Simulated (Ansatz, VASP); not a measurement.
One calculation of Al3Cu2, two programs

```xyz
5
Lattice="4.4300 0.0000 0.0000 -2.2150 3.8365 0.0000 0.0000 0.0000 4.7903" Properties=species:S:1:pos:R:3 pbc="T T T"
Al    0.0000    0.0000    0.0000
Al    0.0000    2.5576    1.6774
Al    2.2150    1.2788    3.1128
Cu    0.0000    2.5576    4.0246
Cu    2.2150    1.2788    0.7656
```

Change from the starting cell: strain +0.080 along x and y, -0.040 along z, atoms carried along.

Alike in both runs: task single point; functional r2SCAN; k mesh 12 × 12 × 10; occupations gaussian, width 0.15 eV; no spin polarisation.

|  | VASP | Ansatz |
| --- | --- | --- |
| version | VASP 6.6.1 | Ansatz 0.2.0 |
| potentials or method | VASP PAW PBE potentials, release 64 (Al, Cu), cutoff 520 eV | scalar-relativistic, plane waves, PAW |
| valence electrons in the cell | 31 | 47 |

Ansatz gave:

* gap on the k mesh at the Fermi level (eV): none
* pressure (GPa): -7.6
* traceless stress, the component that is largest in VASP (GPa): 12.05
* rms of the force components (eV/Å): 0.160

**Question.** What did VASP give for the same quantities?

**Answer.** gap on the k mesh at the Fermi level (eV): none; pressure (GPa): -7.6; traceless stress, the component that is largest in VASP (GPa): 12.03; rms of the force components (eV/Å): 0.157.

VASP's potentials were made for PBE, not for r2SCAN. Atom by atom the forces differ by 0.003 eV/Å (rms over components). A gap of «none» marks a metal or a gap that the smearing closes. The functional is the same, so the differences come from potentials, cutoffs and numerics. VASP's potentials hold 31 valence electrons a cell and Ansatz's 47, so a difference there can come from the potentials and not from the codes.
